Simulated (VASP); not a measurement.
The system is Si6Ge.

```
CELL_PARAMETERS angstrom
2.96409 -3.00996 0.00000
2.96409 3.00996 0.00000
-2.23007 0.00000 7.46610
ATOMIC_POSITIONS crystal
Si 0.78204 0.21796 0.00000
Si 0.21796 0.78204 0.00000
Si 0.61680 0.99127 0.80435
Si 0.00873 0.38320 0.19565
Si 0.38320 0.00873 0.19565
Si 0.99127 0.61680 0.80435
Ge 0.50000 0.50000 0.50000
```

The cell was generated, and may not be a known phase.

```yaml
Program: VASP 6.6.1
Task: relaxation of cell and atoms
Functional: PBE
Potentials_or_basis: VASP PAW PBE potentials, release 64 (Si, Ge_d)
Cutoff: 600 eV
k_mesh: 4 × 4 × 2
Occupations: gaussian, width 0.2 eV
Spin: no spin polarisation
```

At the start: pressure 70.0 GPa; volume 19.03 Å³/atom.

Question: Where does the relaxation end?

Answer: Over 29 steps the energy falls by 3699.5 meV/atom and the volume is 16.95 Å³/atom (-11.0 %); space group C2/m (No. 12, to 0.1 Å) before and after.

Step by step:
| step | energy change (eV) | largest force (eV/Å) | pressure (GPa) | volume (Å³) |
| --- | --- | --- | --- | --- |
| 1 | 0.0000 | 26.0874 | 69.96 | 133.22 |
| 2 | -12.3986 | 1.1006 | -10.38 | 298.39 |
| 3 | -14.1392 | 1.1223 | -9.60 | 280.11 |
| 4 | -15.2353 | 1.1511 | -9.12 | 266.87 |
| 5 | -19.3229 | 1.5091 | -8.71 | 205.18 |
| 6 | -21.8143 | 2.1221 | -7.41 | 168.96 |
| 7 | -22.8568 | 2.1431 | -2.87 | 151.03 |
| 8 | -22.7604 | 2.1483 | 2.22 | 143.29 |
| 9 | -22.8897 | 2.1581 | -1.78 | 148.88 |
| 10 | -22.8947 | 2.1587 | -1.28 | 148.04 |
| 11 | -23.8880 | 0.7703 | -4.84 | 145.46 |
| 12 | -24.5078 | 0.6763 | -6.30 | 141.44 |
| 13 | -25.2484 | 0.7899 | 0.45 | 123.81 |
| 14 | -25.2784 | 0.9515 | 2.59 | 120.29 |
| 15 | -25.5114 | 2.0841 | 5.25 | 115.24 |
| 16 | -25.5859 | 1.1294 | 4.06 | 116.85 |
| 17 | -25.7413 | 0.2935 | -1.75 | 123.42 |
| 18 | -25.7456 | 0.3911 | -1.02 | 122.43 |
| 19 | -25.7733 | 0.2001 | -0.40 | 121.26 |
| 20 | -25.7778 | 0.2142 | 0.04 | 120.51 |
| 21 | -25.7924 | 0.1916 | 0.23 | 119.93 |
| 22 | -25.7957 | 0.2357 | 0.40 | 119.50 |
| 23 | -25.8093 | 0.1916 | 0.02 | 119.78 |
| 24 | -25.8272 | 0.1915 | -0.99 | 120.60 |
| 25 | -25.8391 | 0.1897 | -0.56 | 119.87 |
| 26 | -25.8561 | 0.1947 | 0.88 | 117.68 |
| 27 | -25.8692 | 0.1606 | 0.94 | 117.59 |
| 28 | -25.8907 | 0.1025 | 1.11 | 117.30 |
| 29 | -25.8967 | 0.0537 | 0.14 | 118.63 |

Final structure:
```
Si Ge
1.0
     2.56290   -2.69752    0.54541
     2.56290    2.69752    0.54541
    -0.57958    0.00000    8.45658
Si Ge
6 1
Direct
  0.76837 0.23163 0.00000
  0.23163 0.76837 0.00000
  0.57652 0.01996 0.73812
  0.98004 0.42348 0.26188
  0.42348 0.98004 0.26188
  0.01996 0.57652 0.73812
  0.50000 0.50000 0.50000
```

Caveat: the k points lie up to 0.42 Å⁻¹ apart in the final cell, too coarse for converged energies and pressures of a metal; the relaxation stopped at a loose force limit of 0.08 eV/Å, so its end isn't a converged minimum.
